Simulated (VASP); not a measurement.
# RuAu (Pm-3m) in VASP: a series of runs

The runs below take RuAu through single point, with r2SCAN, PBEsol.

Everything below comes from runs of VASP 6.6.1. Logs are shortened: lines on timing, memory, paths and dates and some standing lists are left out, and cuts for length are marked.

### Step 1. The cell of the first run

Symmetry: Pm-3m, No. 221, cubic system. The conventional cell has a = 3.165 Å, b = 3.165 Å, c = 3.165 Å, α = 90.00°, β = 90.00°, γ = 90.00°. Within 3.6 Å of Ru (site symmetry m-3m) lie 8 Au at 2.74 Å and 6 Ru at 3.16 Å. Au (site symmetry m-3m) has 8 Ru at 2.74 Å and 6 Au at 3.16 Å within 3.6 Å.

### Step 2. Single point, r2SCAN

File POSCAR:

```
RuAu
1.0
    3.1648100000      0.0000000000      0.0000000000
    0.0000000000      3.1648100000      0.0000000000
    0.0000000000      0.0000000000      3.1648100000
Ru Au
1 1
Direct
    0.0000000000      0.0000000000      0.0000000000
    0.5000000000      0.5000000000      0.5000000000
```

File INCAR.step1:

```
PREC = Accurate ; ENCUT = 550
ISMEAR = -1 ; SIGMA = 0.05
LREAL = False ; LASPH = True
NELM = 120 ; NBANDS = 20
GGA = PE ; ALGO = Normal
EDIFF = 1E-5 ; LWAVE = True
LCHARG = False ; GGA_COMPAT = False
```

File INCAR.step2:

```
PREC = Accurate ; ENCUT = 550
EDIFF = 1E-6 ; ISMEAR = -1
SIGMA = 0.05 ; LREAL = False
LASPH = True ; NELM = 120
ALGO = Normal ; ISIF = 2
LWAVE = False ; LCHARG = False
METAGGA = R2SCAN ; LMIXTAU = True
NBANDS = 20 ; ISTART = 1
GGA_COMPAT = False
```

File KPOINTS:

```
regular mesh
0
Gamma
  5 5 5
```

Potentials or basis: VASP PAW PBE potentials, release 64 (Ru_pv, Au).

The run is started by

```sh
> cat potpaw_PBE.64/Ru_pv/POTCAR potpaw_PBE.64/Au/POTCAR > POTCAR
> cp INCAR.step1 INCAR
> mpirun -np 1 vasp_std > vasp.out
> cp INCAR.step2 INCAR
> mpirun -np 1 vasp_std > vasp.out
```

OUTCAR:

```text
PREC = Accurate
   ENCUT = 550
   EDIFF = 1E-6
   ISMEAR = -1
   LREAL = False
   LASPH = True
   NELM = 120
   ISIF = 2
   METAGGA = R2SCAN
   ISTART = 1

 ion  position               nearest neighbor table
   1  0.000  0.000  0.000-   2 2.74   2 2.74   2 2.74   2 2.74   2 2.74   2 2.74   2 2.74   2 2.74

   2  0.500  0.500  0.500-   1 2.74   1 2.74   1 2.74   1 2.74   1 2.74   1 2.74   1 2.74   1 2.74

  LATTYP: Found a simple cubic cell.
 ALAT       =     3.1648100000

  Lattice vectors:

 A1 = (   3.1648100000,   0.0000000000,   0.0000000000)
 A2 = (   0.0000000000,   3.1648100000,   0.0000000000)
 A3 = (   0.0000000000,   0.0000000000,   3.1648100000)

Analysis of symmetry for initial positions (statically):
=====================================================================
 Subroutine PRICEL returns:
 Original cell was already a primitive cell.

 Routine SETGRP: Setting up the symmetry group for a
 simple cubic supercell.

 Subroutine GETGRP returns: Found 48 space group operations
 (whereof 48 operations were pure point group operations)
 out of a pool of 48 trial point group operations.

The static configuration has the point symmetry O_h .

Analysis of symmetry for dynamics (positions and initial velocities):
=====================================================================
 Subroutine PRICEL returns:
 Original cell was already a primitive cell.

 Routine SETGRP: Setting up the symmetry group for a
 simple cubic supercell.

 Subroutine GETGRP returns: Found 48 space group operations
 (whereof 48 operations were pure point group operations)
 out of a pool of 48 trial point group operations.

The dynamic configuration has the point symmetry O_h .

 Subroutine INISYM returns: Found 48 space group operations
 (whereof 48 operations are pure point group operations),
 and found     1 'primitive' translations

----------------------------------------------------------------------------------------

                                     Primitive cell

  volume of cell :      31.6988

  direct lattice vectors                    reciprocal lattice vectors
     3.164810000  0.000000000  0.000000000     0.315974735  0.000000000  0.000000000
     0.000000000  3.164810000  0.000000000     0.000000000  0.315974735  0.000000000
     0.000000000  0.000000000  3.164810000     0.000000000  0.000000000  0.315974735

  length of vectors
     3.164810000  3.164810000  3.164810000     0.315974735  0.315974735  0.315974735

  position of ions in fractional coordinates (direct lattice)
     0.000000000  0.000000000  0.000000000
     0.500000000  0.500000000  0.500000000

  ion indices of the primitive-cell ions
   primitive index   ion index
                 1           1
                 2           2

----------------------------------------------------------------------------------------

 KPOINTS: regular mesh

Automatic generation of k-mesh.
 Grid dimensions read from file:
 generate k-points for:    5    5    5

 Generating k-lattice:

  Cartesian coordinates                     Fractional coordinates (reciprocal lattice)
     0.063194947  0.000000000  0.000000000     0.200000000  0.000000000  0.000000000
     0.000000000  0.063194947  0.000000000     0.000000000  0.200000000  0.000000000
     0.000000000  0.000000000  0.063194947     0.000000000  0.000000000  0.200000000

  Length of vectors
     0.063194947  0.063194947  0.063194947

  Shift w.r.t. Gamma in fractional coordinates (k-lattice)
     0.000000000  0.000000000  0.000000000

 Subroutine IBZKPT returns following result:
 ===========================================

 Found     10 irreducible k-points:

 Following reciprocal coordinates:
            Coordinates               Weight
  0.000000  0.000000  0.000000      1.000000
  0.200000  0.000000  0.000000      6.000000
  0.400000  0.000000  0.000000      6.000000
  0.200000  0.200000  0.000000     12.000000
  0.400000  0.200000  0.000000     24.000000
  0.400000  0.400000  0.000000     12.000000
  0.200000  0.200000  0.200000      8.000000
  0.400000  0.200000  0.200000     24.000000
  0.400000  0.400000  0.200000     24.000000
  0.400000  0.400000  0.400000      8.000000
   k-points           NKPTS =     10   k-points in BZ     NKDIM =     10   number of bands    NBANDS=     20
   number of dos      NEDOS =    301   number of ions     NIONS =      2
   total plane-waves  NPLWV =  13824
   dimension x,y,z NGX =    24 NGY =   24 NGZ =   24
   dimension x,y,z NGXF=    48 NGYF=   48 NGZF=   48
   ions per type =               1   1
   NGX,Y,Z   is equivalent  to a cutoff of  12.61, 12.61, 12.61 a.u.
   NGXF,Y,Z  is equivalent  to a cutoff of  25.21, 25.21, 25.21 a.u.
 SYSTEM =  unknown system
   PREC   = accura    normal or accurate (medium, high low for compatibility)
   ISTART =      1    job   : 0-new  1-cont  2-samecut
   ICHARG =      0    charge: 1-file 2-atom 10-const
   ISPIN  =      1    spin polarized calculation?
   LNONCOLLINEAR =      F non collinear calculations
   LSORBIT =      F    spin-orbit coupling
   LASPH  =      T    aspherical Exc in radial PAW
   ENCUT  =  550.0 eV  40.42 Ry    6.36 a.u.   6.05  6.05  6.05*2*pi/ulx,y,z
   NELM   =    120;   NELMIN=  2; NELMDL=  0     # of ELM steps
   EDIFF  = 0.1E-05   stopping-criterion for ELM
   LREAL  =      F    real-space projection
   EDIFFG = 0.1E-04   stopping-criterion for IOM
   NSW    =      0    number of steps for IOM
   IBRION =     -1    ionic relax: 0-MD 1-quasi-New 2-CG
   NFREE  =      0    steps in history (QN), initial steepest desc. (CG)
   ISIF   =      2    stress and relaxation
   ISYM   =      2    0-nonsym 1-usesym 2-fastsym
   POTIM  = 0.5000    time-step for ionic-motion
   TEBEG  =    0.0;   TEEND  =   0.0 temperature during run
   PSTRESS=    0.0 pullay stress
   NELECT =      25.0000    total number of electrons
   NUPDOWN=      -1.0000    fix difference up-down
   EMIN   =  10.00;   EMAX   =-10.00  energy-range for DOS
   EFERMI =   0.00;   METHOD = LEGACY
   ISMEAR =    -1;   SIGMA  =   0.05  broadening in eV -4-tet -1-fermi 0-gaus
   EFERMI_NEDOS =   21; number of points for ismear=-14 and -15
   IALGO  =     38    algorithm
   IMIX   =      4    mixing-type and parameters
     AMIX     =   0.40;   BMIX     =  1.00
     AMIX_MAG =   1.60;   BMIX_MAG =  1.00
  volume/ion in A,a.u.               =      15.85       106.96
  Fermi-wavevector in a.u.,A,eV,Ry     =   1.512541  2.858288 31.127146  2.287781
  Thomas-Fermi vector in A             =   2.622452
   LORBIT       =      0    0 simple, 1 ext, 2 COOP (PROOUT), +10 PAW based schemes
   METAGGA = R2SCAN    functional components
   LHFCALC =     F    Hartree Fock is set to
   AEXX    =    0.0000 exact exchange contribution
   IVDW    =     0    specifies the selected vdW correction
   LEPSILON=     F    determine dielectric tensor
   LRPA    =     F    only Hartree local field effects (RPA)
 non-spin polarized calculation
  energy-cutoff  :      550.00
  volume of cell :       31.70
 maximum number of plane-waves:       948
   NGX = 13   NGY = 13   NGZ = 13

 number of electron      24.9999992 magnetization

 Free energy of the ion-electron system (eV)
  ---------------------------------------------------
  ext. energy  EPLUGINS =         0.00000000
  ---------------------------------------------------
  free energy    TOTEN  =       -74.76803430 eV

  energy without entropy =      -74.76217173  energy(sigma->0) =      -74.76510301

 E-fermi :  10.1132     XC(G=0): -14.2510

 val. band max:        9.8491893154   @ k =   0.2000   0.2000   0.2000
 cond. band min:      10.2498113820   @ k =   0.4000   0.2000   0.2000
 fundamental gap:      0.4006220666
 Fermi energy:        10.1131556863

 k-point     1 :       0.0000    0.0000    0.0000
  band No.  band energies     occupation
      1     -33.6879      2.00000
      2     -33.6879      2.00000
      3     -33.6879      2.00000
      4       0.9980      2.00000
      5       3.3655      2.00000
      6       3.3655      2.00000
[... 12 lines left out ...]
     19      25.2554      0.00000
     20      28.0374      0.00000

 k-point     2 :       0.2000    0.0000    0.0000
  band No.  band energies     occupation
      1     -33.7287      2.00000
      2     -33.6857      2.00000
      3     -33.6857      2.00000
      4       1.7785      2.00000
      5       3.6766      2.00000
      6       3.8679      2.00000
[... 12 lines left out ...]
     19      26.1541      0.00000
     20      27.7073      0.00000

 k-point     3 :       0.4000    0.0000    0.0000
  band No.  band energies     occupation
      1     -33.7941      2.00000
      2     -33.6821      2.00000
      3     -33.6821      2.00000
      4       3.4025      2.00000
      5       4.3661      2.00000
      6       5.0994      2.00000
[... 12 lines left out ...]
     19      25.2177      0.00000
     20      27.1007      0.00000

 k-point     4 :       0.2000    0.2000    0.0000
  band No.  band energies     occupation
      1     -33.7275      2.00000
      2     -33.7227      2.00000
      3     -33.6829      2.00000
      4       2.4144      2.00000
      5       3.9545      2.00000
      6       4.3061      2.00000
[... 12 lines left out ...]
     19      26.7864      0.00000
     20      26.9485      0.00000

 k-point     5 :       0.4000    0.2000    0.0000
  band No.  band energies     occupation
      1     -33.7885      2.00000
      2     -33.7194      2.00000
      3     -33.6785      2.00000
      4       3.4740      2.00000
      5       4.2392      2.00000
      6       4.9975      2.00000
[... 12 lines left out ...]
     19      24.6295      0.00000
     20      25.8903      0.00000

 k-point     6 :       0.4000    0.4000    0.0000
  band No.  band energies     occupation
      1     -33.7803      2.00000
      2     -33.7785      2.00000
      3     -33.6727      2.00000
      4       3.2612      2.00000
      5       3.5084      2.00000
      6       4.6295      2.00000
[... 12 lines left out ...]
     19      24.5636      0.00000
     20      24.6196      0.00000

 k-point     7 :       0.2000    0.2000    0.2000
  band No.  band energies     occupation
      1     -33.7242      2.00000
      2     -33.7205      2.00000
      3     -33.7205      2.00000
      4       3.0827      2.00000
      5       4.4638      2.00000
      6       4.4638      2.00000
[... 12 lines left out ...]
     19      26.7379      0.00000
     20      26.7379      0.00000

 k-point     8 :       0.4000    0.2000    0.2000
  band No.  band energies     occupation
      1     -33.7841      2.00000
      2     -33.7170      2.00000
      3     -33.7155      2.00000
      4       3.9534      2.00000
      5       4.4491      2.00000
      6       4.7632      2.00000
[... 12 lines left out ...]
     19      23.0637      0.00000
     20      24.3206      0.00000

 k-point     9 :       0.4000    0.4000    0.2000
  band No.  band energies     occupation
      1     -33.7774      2.00000
      2     -33.7765      2.00000
      3     -33.7112      2.00000
      4       3.8183      2.00000
      5       4.0743      2.00000
      6       4.5648      2.00000
[... 12 lines left out ...]
     19      21.6314      0.00000
     20      24.0409      0.00000

 k-point    10 :       0.4000    0.4000    0.4000
  band No.  band energies     occupation
      1     -33.7732      2.00000
      2     -33.7732      2.00000
      3     -33.7724      2.00000
      4       4.2026      2.00000
      5       4.5136      2.00000
      6       4.5136      2.00000
[... 12 lines left out ...]
     19      20.1154      0.00000
     20      21.6091      0.00000

------------------------ aborting loop because EDIFF is reached ----------------------------------------

  FORCE on cell =-STRESS in cart. coord.  units (eV):
  Direction    XX          YY          ZZ          XY          YZ          ZX
  --------------------------------------------------------------------------------------
  -------------------------------------------------------------------------------------
  Total       -0.9896388     -0.9896388     -0.9896388      0.0000000      0.0000000     -0.0000000
  in kB      -50.0200795    -50.0200795    -50.0200795      0.0000000      0.0000000     -0.0000000
  external PRESSURE =     -50.0200795 kB  Pullay stress =       0.0000000 kB

 VOLUME and BASIS-vectors are now :
 -----------------------------------------------------------------------------
  energy-cutoff  :      550.00
  volume of cell :       31.70
      direct lattice vectors                 reciprocal lattice vectors
     3.164810000  0.000000000  0.000000000     0.315974735  0.000000000  0.000000000
     0.000000000  3.164810000  0.000000000     0.000000000  0.315974735  0.000000000
     0.000000000  0.000000000  3.164810000     0.000000000  0.000000000  0.315974735

 POSITION                                       TOTAL-FORCE (eV/Angst)
 -----------------------------------------------------------------------------------
      0.00000      0.00000      0.00000         0.000000      0.000000      0.000000
      1.58241      1.58241      1.58241         0.000000      0.000000      0.000000
 -----------------------------------------------------------------------------------
    total drift:                                0.000000      0.000000     -0.000000

  FREE ENERGIE OF THE ION-ELECTRON SYSTEM (eV)
  ---------------------------------------------------
  free  energy   TOTEN  =       -74.7680342978 eV

  energy  without entropy=      -74.7621717302  energy(sigma->0) =      -74.76510301
```

It took 16 s on 1 thread of Intel Xeon Platinum 8559C (Emerald Rapids), shared host; peak memory 0.14 GiB.

Results:

```
Free energy : -74.7680 eV
Pressure    : -5.0 GPa
```

Caveat: the k points lie up to 0.40 Å⁻¹ apart; the PAW data sets were made with another functional, which shifts forces and pressure a little; spin-orbit coupling is left out, which moves the levels of the heavy elements.

### Step 3. Single point, PBEsol

This run uses another cell than the first one, of 14.20 Å³/atom, 0.896 times its volume.

File INCAR:

```
SYSTEM = RuAu
PREC = Accurate
ENCUT = 500
EDIFF = 1E-6
ISMEAR = -1
SIGMA = 0.05
LREAL = .FALSE.
LASPH = .TRUE.
NELM = 120
ALGO = Normal
ISIF = 2
LWAVE = .FALSE.
LCHARG = .TRUE.
GGA = PS
LELF = .TRUE.
LVHAR = .TRUE.
NBANDS = 20
GGA_COMPAT = .FALSE.
```

File KPOINTS:

```
regular mesh
0
G
  8 8 8
  0 0 0
```

File POSCAR:

```
RuAu
1.0
    3.0506630730      0.0000000000      0.0000000000
    0.0000000000      3.0506630730      0.0000000000
    0.0000000000      0.0000000000      3.0506630730
Ru Au
1 1
Direct
    0.0000000000      0.0000000000      0.0000000000
    0.5000000000      0.5000000000      0.5000000000
```

Potentials or basis: VASP PAW PBE potentials, release 64 (Ru_pv, Au).

The run is started by

```sh
> cat potpaw_PBE.64/Ru_pv/POTCAR potpaw_PBE.64/Au/POTCAR > POTCAR
> mpirun -np 1 vasp_std > vasp.out
```

Run time: 8.2 s. Hardware: 1 thread of Intel Xeon Platinum 8559C (Emerald Rapids), shared host; peak memory 0.14 GiB.

It converged, with:

```
Free energy : -12.7659 eV
Pressure    : 19.7 GPa
```

Levels at points of the mesh, in eV from the Fermi level:
```tsv
k point	band 8	band 9	band 10	band 11	band 12	band 13	band 14	band 15	band 16	band 17
(0.00, 0.00, 0.00)	-4.85	-4.85	-1.30	-1.30	0.68	0.68	0.68	7.92	7.92	7.92
(0.50, 0.00, 0.00)	-4.93	-4.01	-3.51	-2.09	-2.09	-1.77	-0.66	1.60	10.97	14.99
(0.50, 0.50, 0.00)	-2.95	-2.51	-0.89	-0.06	-0.06	0.52	1.05	1.05	6.55	9.00
(0.50, 0.50, 0.50)	-4.22	-4.22	-2.88	-2.88	0.61	0.61	3.80	9.37	9.59	9.59
```

Caveat: the PAW data sets were made with another functional, which shifts forces and pressure a little; spin-orbit coupling is left out, which moves the levels of the heavy elements.
